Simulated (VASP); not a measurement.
# K (P6_3/mmc) in VASP: a series of runs

Runs on K. Level: PBE. Tasks: single point.

All numbers are computed with VASP 6.6.1; they aren't measurements. Logs are shortened: lines on timing, memory, paths and dates and some standing lists are left out, and cuts for length are marked.

**1. The cell of the first run**

It takes space group P6_3/mmc (No. 194, hexagonal). Conventional cell: a = 3.584 Å, b = 3.584 Å, c = 11.479 Å, α = 90.00°, β = 90.00°, γ = 120.00°. Within 4.6 Å of K (site symmetry -3m) lie 12 K at 3.54 to 3.58 Å. Within 4.6 Å of K (site symmetry -6m2) lie 12 K at 3.54 to 3.58 Å.

This isn't the form of K at room conditions, which is bcc.

**2. Single point, PBE (31.93 Å³/atom)**

File INCAR:

```
SYSTEM = K
ALGO     = Normal         ! electronic algorithm
EDIFF    = 1E-7           ! SCF threshold, eV
ENCUT    = 520            ! plane-wave cutoff, eV
GGA      = PE             ! functional
ISIF     = 2              ! what is computed and relaxed
ISMEAR   = -1             ! smearing method
LASPH    = .True.         ! aspherical terms in the spheres
LCHARG   = .False.        ! write CHGCAR
LREAL    = .False.        ! projectors in reciprocal space
LWAVE    = .False.        ! write WAVECAR
NBANDS   = 26             ! bands
NELM     = 60             ! most SCF steps
PREC     = Accurate       ! precision mode
SIGMA    = 0.1            ! smearing width, eV
```

File KPOINTS:

```
k-points
0
Gamma
  6 6 4
  0 0 0
```

File POSCAR:

```
K
1.0
    3.5843567659      0.0000000000      0.0000000000
   -1.7921783830      3.1041440155      0.0000000000
    0.0000000000      0.0000000000     11.4788007758
K
4
Direct
    0.0000000000      0.0000000000      0.0000000000
    0.0000000000      0.0000000000      0.5000000000
    0.3333333333      0.6666666667      0.2500000000
    0.6666666667      0.3333333333      0.7500000000
```

Potentials or basis: VASP PAW PBE potentials, release 64 (K_sv).

Command:

```
> cat potpaw_PBE.64/K_sv/POTCAR > POTCAR
> mpirun -np 1 vasp_std > vasp.out
```

OUTCAR:

```text
SYSTEM = K
   EDIFF = 1E-7
   ENCUT = 520
   GGA = PE
   ISIF = 2
   ISMEAR = -1
   LASPH = .True.
   LREAL = .False.
   NELM = 60
   PREC = Accurate

 ion  position               nearest neighbor table
   1  0.000  0.000  0.000-   3 3.54   4 3.54   4 3.54   3 3.54   4 3.54   3 3.54
   2  0.000  0.000  0.500-   3 3.54   4 3.54   4 3.54   3 3.54   4 3.54   3 3.54
   3  0.333  0.667  0.250-   1 3.54   2 3.54   1 3.54   2 3.54   1 3.54   2 3.54
   4  0.667  0.333  0.750-   1 3.54   2 3.54   1 3.54   2 3.54   1 3.54   2 3.54

  LATTYP: Found a hexagonal cell.
 ALAT       =     3.5843567659
 C/A-ratio  =     3.2024716080

  Lattice vectors:

 A1 = (   3.5843567659,   0.0000000000,   0.0000000000)
 A2 = (  -1.7921783830,   3.1041440155,   0.0000000000)
 A3 = (   0.0000000000,   0.0000000000,  11.4788007758)

Analysis of symmetry for initial positions (statically):
=====================================================================
 Subroutine PRICEL returns:
 Original cell was already a primitive cell.

 Routine SETGRP: Setting up the symmetry group for a
 hexagonal supercell.

 Subroutine GETGRP returns: Found 24 space group operations
 (whereof 12 operations were pure point group operations)
 out of a pool of 24 trial point group operations.

The static configuration has the point symmetry D_3d.
 The point group associated with its full space group is D_6h.

Analysis of symmetry for dynamics (positions and initial velocities):
=====================================================================
 Subroutine PRICEL returns:
 Original cell was already a primitive cell.

 Routine SETGRP: Setting up the symmetry group for a
 hexagonal supercell.

 Subroutine GETGRP returns: Found 24 space group operations
 (whereof 12 operations were pure point group operations)
 out of a pool of 24 trial point group operations.

The dynamic configuration has the point symmetry D_3d.
 The point group associated with its full space group is D_6h.

 Subroutine INISYM returns: Found 24 space group operations
 (whereof 12 operations are pure point group operations),
 and found     1 'primitive' translations

----------------------------------------------------------------------------------------

                                     Primitive cell

  volume of cell :     127.7173

  direct lattice vectors                    reciprocal lattice vectors
     3.584356766  0.000000000  0.000000000     0.278990085  0.161075001  0.000000000
    -1.792178383  3.104144016  0.000000000     0.000000000  0.322150002  0.000000000
     0.000000000  0.000000000 11.478800776     0.000000000  0.000000000  0.087117114

  length of vectors
     3.584356766  3.584356766 11.478800776     0.322150002  0.322150002  0.087117114

  position of ions in fractional coordinates (direct lattice)
     0.000000000  0.000000000  0.000000000
     0.000000000  0.000000000  0.500000000
     0.333333333  0.666666667  0.250000000
     0.666666667  0.333333333  0.750000000

  ion indices of the primitive-cell ions
   primitive index   ion index
                 1           1
                 2           2
                 3           3
                 4           4

----------------------------------------------------------------------------------------

 KPOINTS: k-points

Automatic generation of k-mesh.
 Grid dimensions read from file:
 generate k-points for:    6    6    4

 Generating k-lattice:

  Cartesian coordinates                     Fractional coordinates (reciprocal lattice)
     0.046498348  0.026845833  0.000000000     0.166666667  0.000000000  0.000000000
     0.000000000  0.053691667  0.000000000     0.000000000  0.166666667  0.000000000
     0.000000000  0.000000000  0.021779279     0.000000000  0.000000000  0.250000000

  Length of vectors
     0.053691667  0.053691667  0.021779279

  Shift w.r.t. Gamma in fractional coordinates (k-lattice)
     0.000000000  0.000000000  0.000000000

 Subroutine IBZKPT returns following result:
 ===========================================

 Found     21 irreducible k-points:

 Following reciprocal coordinates:
            Coordinates               Weight
  0.000000  0.000000  0.000000      1.000000
  0.166667 -0.000000  0.000000      6.000000
  0.333333  0.000000  0.000000      6.000000
  0.500000  0.000000  0.000000      3.000000
  0.166667  0.166667  0.000000      6.000000
  0.333333  0.166667  0.000000     12.000000
[... 13 lines left out ...]
  0.333333  0.166667  0.500000     12.000000
  0.333333  0.333333  0.500000      2.000000
   k-points           NKPTS =     21   k-points in BZ     NKDIM =     21   number of bands    NBANDS=     26
   number of dos      NEDOS =    301   number of ions     NIONS =      4
   total plane-waves  NPLWV =  70560
   dimension x,y,z NGX =    28 NGY =   28 NGZ =   90
   dimension x,y,z NGXF=    56 NGYF=   56 NGZF=  180
   ions per type =               4
   NGX,Y,Z   is equivalent  to a cutoff of  12.99, 12.99, 13.03 a.u.
   NGXF,Y,Z  is equivalent  to a cutoff of  25.97, 25.97, 26.07 a.u.
 SYSTEM =  K
   PREC   = accura    normal or accurate (medium, high low for compatibility)
   ISTART =      0    job   : 0-new  1-cont  2-samecut
   ICHARG =      2    charge: 1-file 2-atom 10-const
   ISPIN  =      1    spin polarized calculation?
   LNONCOLLINEAR =      F non collinear calculations
   LSORBIT =      F    spin-orbit coupling
   LASPH  =      T    aspherical Exc in radial PAW
   ENCUT  =  520.0 eV  38.22 Ry    6.18 a.u.   6.66  6.66 21.34*2*pi/ulx,y,z
   NELM   =     60;   NELMIN=  2; NELMDL= -5     # of ELM steps
   EDIFF  = 0.1E-06   stopping-criterion for ELM
   LREAL  =      F    real-space projection
   EDIFFG = 0.1E-05   stopping-criterion for IOM
   NSW    =      0    number of steps for IOM
   IBRION =     -1    ionic relax: 0-MD 1-quasi-New 2-CG
   NFREE  =      0    steps in history (QN), initial steepest desc. (CG)
   ISIF   =      2    stress and relaxation
   ISYM   =      2    0-nonsym 1-usesym 2-fastsym
   POTIM  = 0.5000    time-step for ionic-motion
   TEBEG  =    0.0;   TEEND  =   0.0 temperature during run
   PSTRESS=    0.0 pullay stress
   NELECT =      36.0000    total number of electrons
   NUPDOWN=      -1.0000    fix difference up-down
   EMIN   =  10.00;   EMAX   =-10.00  energy-range for DOS
   EFERMI =   0.00;   METHOD = LEGACY
   ISMEAR =    -1;   SIGMA  =   0.10  broadening in eV -4-tet -1-fermi 0-gaus
   EFERMI_NEDOS =   21; number of points for ismear=-14 and -15
   IALGO  =     38    algorithm
   IMIX   =      4    mixing-type and parameters
     AMIX     =   0.40;   BMIX     =  1.00
     AMIX_MAG =   1.60;   BMIX_MAG =  1.00
  volume/ion in A,a.u.               =      31.93       215.47
  Fermi-wavevector in a.u.,A,eV,Ry     =   1.073394  2.028420 15.676286  1.152174
  Thomas-Fermi vector in A             =   2.209192
   LORBIT       =      0    0 simple, 1 ext, 2 COOP (PROOUT), +10 PAW based schemes
   GGA     = PE    functional components
   LHFCALC =     F    Hartree Fock is set to
   AEXX    =    0.0000 exact exchange contribution
   IVDW    =     0    specifies the selected vdW correction
   LEPSILON=     F    determine dielectric tensor
   LRPA    =     F    only Hartree local field effects (RPA)
 non-spin polarized calculation
  energy-cutoff  :      520.00
  volume of cell :      127.72
 maximum number of plane-waves:      3486
 NGX is ok and might be reduce to    28
   NGX = 13   NGY = 13   NGZ = 43

 number of electron      36.0000002 magnetization

 Free energy of the ion-electron system (eV)
  ---------------------------------------------------
  ext. energy  EPLUGINS =         0.00000000
  ---------------------------------------------------
  free energy    TOTEN  =        -0.42888930 eV

  energy without entropy =       -0.27778506  energy(sigma->0) =       -0.35333718

 E-fermi :   2.8331     XC(G=0):  -8.1566

 val. band max:        2.8209068400   @ k =   0.5000   0.0000   0.2500
 cond. band min:       2.8992381989   @ k =   0.3333   0.1667   0.2500
 fundamental gap:      0.0783313589
 Fermi energy:         2.8331041233

 k-point     1 :       0.0000    0.0000    0.0000
  band No.  band energies     occupation
      1     -29.5229      2.00000
      2     -29.4540      2.00000
      3     -29.4503      2.00000
      4     -29.3800      2.00000
      5     -13.5094      2.00000
      6     -13.0718      2.00000
[... 18 lines left out ...]
     25       6.9944      0.00000
     26       7.1378      0.00000

 k-point     2 :       0.1667   -0.0000    0.0000
  band No.  band energies     occupation
      1     -29.4942      2.00000
      2     -29.4336      2.00000
      3     -29.4298      2.00000
      4     -29.3681      2.00000
      5     -13.4298      2.00000
      6     -13.1120      2.00000
[... 18 lines left out ...]
     25       6.3580      0.00000
     26       6.4072      0.00000

 k-point     3 :       0.3333    0.0000    0.0000
  band No.  band energies     occupation
      1     -29.4312      2.00000
      2     -29.3922      2.00000
      3     -29.3885      2.00000
      4     -29.3491      2.00000
      5     -13.3320      2.00000
      6     -13.3318      2.00000
[... 18 lines left out ...]
     25       5.6778      0.00000
     26       5.8945      0.00000

 k-point     4 :       0.5000    0.0000    0.0000
  band No.  band energies     occupation
      1     -29.3924      2.00000
      2     -29.3714      2.00000
      3     -29.3676      2.00000
      4     -29.3464      2.00000
      5     -13.4752      2.00000
      6     -13.4464      2.00000
[... 18 lines left out ...]
     25       5.8531      0.00000
     26       5.8607      0.00000
[... 409 lines left out ...]
      1     -29.4343      2.00000
      2     -29.4343      2.00000
      3     -29.3669      2.00000
      4     -29.3669      2.00000
      5     -13.2918      2.00000
      6     -13.2918      2.00000
[... 18 lines left out ...]
     25       5.8954      0.00000
     26       5.8954      0.00000

 k-point    20 :       0.3333    0.1667    0.5000
  band No.  band energies     occupation
      1     -29.3862      2.00000
      2     -29.3862      2.00000
      3     -29.3528      2.00000
      4     -29.3528      2.00000
      5     -13.3444      2.00000
      6     -13.3444      2.00000
[... 18 lines left out ...]
     25       5.6908      0.00000
     26       5.6908      0.00000

 k-point    21 :       0.3333    0.3333    0.5000
  band No.  band energies     occupation
      1     -29.3610      2.00000
      2     -29.3610      2.00000
      3     -29.3572      2.00000
      4     -29.3572      2.00000
      5     -13.2784      2.00000
      6     -13.2784      2.00000
[... 18 lines left out ...]
     25       5.4594      0.00000
     26       5.4790      0.00000

------------------------ aborting loop because EDIFF is reached ----------------------------------------

  FORCE on cell =-STRESS in cart. coord.  units (eV):
  Direction    XX          YY          ZZ          XY          YZ          ZX
  --------------------------------------------------------------------------------------
  -------------------------------------------------------------------------------------
  Total       10.7162644     10.7162644     10.8853037     -0.0000000      0.0000000     -0.0000000
  in kB      134.4325358    134.4325358    136.5530872     -0.0000000      0.0000000     -0.0000000
  external PRESSURE =     135.1393863 kB  Pullay stress =       0.0000000 kB

 VOLUME and BASIS-vectors are now :
 -----------------------------------------------------------------------------
  energy-cutoff  :      520.00
  volume of cell :      127.72
      direct lattice vectors                 reciprocal lattice vectors
     3.584356766  0.000000000  0.000000000     0.278990085  0.161075001  0.000000000
    -1.792178383  3.104144016  0.000000000     0.000000000  0.322150002  0.000000000
     0.000000000  0.000000000 11.478800776     0.000000000  0.000000000  0.087117114

 POSITION                                       TOTAL-FORCE (eV/Angst)
 -----------------------------------------------------------------------------------
      0.00000      0.00000      0.00000         0.000000      0.000000      0.000000
      0.00000      0.00000      5.73940         0.000000      0.000000      0.000000
     -0.00000      2.06943      2.86970        -0.000000      0.000000     -0.000000
      1.79218      1.03471      8.60910         0.000000     -0.000000     -0.000000
 -----------------------------------------------------------------------------------
    total drift:                                0.000000     -0.000000      0.000000

  FREE ENERGIE OF THE ION-ELECTRON SYSTEM (eV)
  ---------------------------------------------------
  free  energy   TOTEN  =        -0.4288892982 eV

  energy  without entropy=       -0.2777850649  energy(sigma->0) =       -0.35333718
```

Wall time 64 s (1 thread of AMD EPYC 7R13 (Zen 3), shared host); peak memory 0.22 GiB.

What came out:

```
Free energy            : -0.4289 eV
Pressure               : 13.5 GPa
Band gap on the k mesh : zero (bands 18 and 19 overlap by 2.86 eV)
```

Stress tensor (GPa, compression positive):
```
13.44  0.00  0.00
 0.00 13.44  0.00
 0.00  0.00 13.66
```

Levels at points of the mesh, in eV from the Fermi level:
| k point | band 15 | band 16 | band 17 | band 18 | band 19 | band 20 | band 21 | band 22 |
| --- | --- | --- | --- | --- | --- | --- | --- | --- |
| (0.00, 0.00, 0.00) | -15.43 | -15.42 | -3.39 | -1.94 | -1.94 | -0.04 | 1.74 | 3.01 |
| (0.50, 0.00, 0.00) | -15.56 | -15.53 | -0.08 | -0.07 | 0.26 | 0.38 | 1.22 | 1.51 |
| (0.00, 0.00, 0.50) | -15.45 | -15.45 | -2.99 | -2.99 | -0.69 | -0.69 | 2.13 | 2.13 |
| (0.50, 0.00, 0.50) | -15.56 | -15.56 | 0.07 | 0.07 | 0.14 | 0.14 | 1.40 | 1.40 |

Caveat: the cell stands under pressure.

**3. Single point, PBE (31.93 Å³/atom)**

File INCAR:

```
PREC = Accurate
ENCUT = 520
EDIFF = 1E-6
ISMEAR = -1
SIGMA = 0.1
LREAL = False
LASPH = True
NELM = 100
ALGO = Normal
ISIF = 2
LWAVE = False
LCHARG = False
GGA = PE
NBANDS = 26
```

File KPOINTS:

```
regular mesh
0
Gamma
  6 6 4
```

POSCAR is that of step 2.

Potentials or basis: VASP PAW PBE potentials, release 64 (K_sv).

Command:

```
> cat potpaw_PBE.64/K_sv/POTCAR > POTCAR
> mpirun -np 1 vasp_std > vasp.out
```

Wall time 61 s (1 thread of AMD EPYC 7R13 (Zen 3), shared host); peak memory 0.22 GiB.

The run converged. Its results:

```yaml
Free_energy: -0.4289 eV
Pressure: 13.5 GPa
Band_gap_on_the_k_mesh: zero (bands 18 and 19 overlap by 2.86 eV)
```

Stress tensor (GPa, compression positive):
```
13.44  0.00  0.00
 0.00 13.44  0.00
 0.00  0.00 13.65
```

Levels at points of the mesh, in eV from the Fermi level:
| k point | band 14 | band 15 | band 16 | band 17 | band 18 | band 19 | band 20 | band 21 | band 22 | band 23 |
| --- | --- | --- | --- | --- | --- | --- | --- | --- | --- | --- |
| (0.00, 0.00, 0.00) | -15.43 | -15.43 | -15.42 | -3.39 | -1.94 | -1.94 | -0.04 | 1.74 | 3.01 | 3.05 |
| (0.50, 0.00, 0.00) | -15.63 | -15.56 | -15.53 | -0.08 | -0.07 | 0.26 | 0.38 | 1.22 | 1.51 | 1.64 |
| (0.00, 0.00, 0.50) | -15.45 | -15.45 | -15.45 | -2.99 | -2.99 | -0.69 | -0.69 | 2.13 | 2.13 | 4.09 |
| (0.50, 0.00, 0.50) | -15.61 | -15.56 | -15.56 | 0.07 | 0.07 | 0.14 | 0.14 | 1.40 | 1.40 | 1.72 |

Caveat: the cell stands under pressure.

The gap in the log of VASP goes by the Fermi energy; the results here count the filled bands.